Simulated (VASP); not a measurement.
A run of VASP 6.6.1 is set up as follows.

INCAR

```
SYSTEM = Sb
PREC     = Accurate       ! precision mode
ENCUT    = 520            ! plane-wave cutoff, eV
EDIFF    = 1E-8           ! SCF threshold, eV
ISMEAR   = -1             ! smearing method
SIGMA    = 0.05           ! smearing width, eV
LREAL    = .False.        ! projectors in reciprocal space
LASPH    = .True.         ! aspherical terms in the spheres
NELM     = 60             ! most SCF steps
ALGO     = Normal         ! electronic algorithm
ISIF     = 2              ! what is computed and relaxed
LWAVE    = .False.        ! write WAVECAR
LCHARG   = .False.        ! write CHGCAR
GGA      = PE             ! functional
LEFG     = .True.       
NBANDS   = 8              ! bands
```

File KPOINTS:

```
Automatic mesh
0
Gamma
  12 12 12
  0 0 0
```

File POSCAR:

```
Sb
1.0
    0.0000000000      2.3126578636      2.3126578636
    2.3126578636      0.0000000000      2.3126578636
    2.3126578636      2.3126578636      0.0000000000
Sb
1
Direct
    0.0000000000      0.0000000000      0.0000000000
```

Potentials or basis: VASP PAW PBE potentials, release 64 (Sb).

Launch:

```console
$ cat potpaw_PBE.64/Sb/POTCAR > POTCAR
$ mpirun -np 1 vasp_std > vasp.out
```

Task: What does it give for the pressure?

Result: 7.7 GPa.

Caveat: without QUAD_EFG the Cq values of the log hold for a quadrupole moment of 1 mb, not for the nuclei.
